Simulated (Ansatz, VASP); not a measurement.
One calculation of ZnSe, two programs

```
Se Zn
1.0
     0.00000    2.83380    2.83380
     2.83380    0.00000    2.83380
     2.83380    2.83380    0.00000
Se Zn
1 1
Direct
  0.75000 0.75000 0.75000
  0.00000 0.00000 0.00000
```

Alike in both runs: functional PBEsol; k mesh 6 × 6 × 6; occupations fermi-dirac, width 0.05 eV; non-collinear spin, spin-orbit coupling.

|  | VASP | Ansatz |
| --- | --- | --- |
| version | VASP 6.6.1 | Ansatz 0.2.0 |
| potentials or method | VASP PAW PBE potentials, release 64 (Se, Zn), cutoff 520 eV | all-electron LAPW, relativistic spinors |
| task | single point | band structure |

|  | VASP | Ansatz | Ansatz less VASP |
| --- | --- | --- | --- |
| pressure (GPa) | -0.8 | -1.1 | -0.25 |
| net moment per atom (μB) | 0.00 | 0.00 | 0.000 |

VASP's potentials were made for PBE, not for PBEsol. Ansatz ran all-electron here, and VASP with PAW potentials.
